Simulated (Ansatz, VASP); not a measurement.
Two plane-wave programs on KCl

INCAR

```
SYSTEM = KCl
ALGO     = Normal         ! electronic algorithm
EDIFF    = 1E-7           ! SCF threshold, eV
ENCUT    = 520            ! plane-wave cutoff, eV
GGA      = CA             ! functional
ISIF     = 2              ! what is computed and relaxed
ISMEAR   = 0              ! smearing method
LASPH    = .True.         ! aspherical terms in the spheres
LCHARG   = .False.        ! write CHGCAR
LREAL    = .False.        ! projectors in reciprocal space
LWAVE    = .False.        ! write WAVECAR
NBANDS   = 15             ! bands
NELM     = 100            ! most SCF steps
PREC     = Accurate       ! precision mode
SIGMA    = 0.05           ! smearing width, eV
```

File KPOINTS:

```
k-points
0
Gamma
  6 6 6
  0 0 0
```

Contents of POSCAR:

```
KCl
1.0
    3.8391960000      0.0000000000      0.0000000000
    0.0000000000      3.7240201200      0.0000000000
    0.0000000000      0.0000000000      3.8391960000
K Cl
1 1
Direct
    0.0000000000      0.0000000000      0.0000000000
    0.5000000000      0.5000000000      0.5000000000
```

Input for Ansatz:

```yaml
crystal:
  lattice:
    - [3.839196, 0.0, 0.0]
    - [0.0, 3.72402012, 0.0]
    - [0.0, 0.0, 3.839196]
  atoms:
    - { symbol: K, position: [0.0, 0.0, 0.0] }
    - { symbol: Cl, position: [0.5, 0.5, 0.5] }
basis:
  ecutwfc: 420
kpoints:
  mp_grid: { grid: [6, 6, 6] }
hamiltonian:
  xc: lda
scf:
  occupations: { method: gaussian, width: 0.05 }
output:
  forces: true
  stress: true
  eigenvalues: true
```

Change from the starting cell: strain -0.0300 x Voigt [0, 1, 0, 0, 0, 0], atoms carried along.

Alike in both runs: task single point; functional LDA; k mesh 6 × 6 × 6; occupations gaussian, width 0.05 eV; no spin polarisation.

|  | VASP | Ansatz |
| --- | --- | --- |
| version | VASP 6.6.1 | Ansatz 0.2.0 |
| potentials or method | VASP PAW LDA potentials, release 64 (K_sv, Cl), cutoff 520 eV | scalar-relativistic, plane waves, PAW |
| valence electrons in the cell | 16 | 16 |

```tsv
	VASP	Ansatz	Ansatz less VASP
gap on the k mesh at the Fermi level (eV)	4.39	4.38	-0.006
least direct gap on the mesh (eV)	4.58	4.58	-0.007
pressure (GPa)	-2.7	-2.8	-0.03
traceless stress, the component that is largest in VASP (GPa)	0.88	0.88	+0.001
```

LDA's correlation is that of Perdew and Zunger in VASP and of Perdew and Wang (1992) in Ansatz.
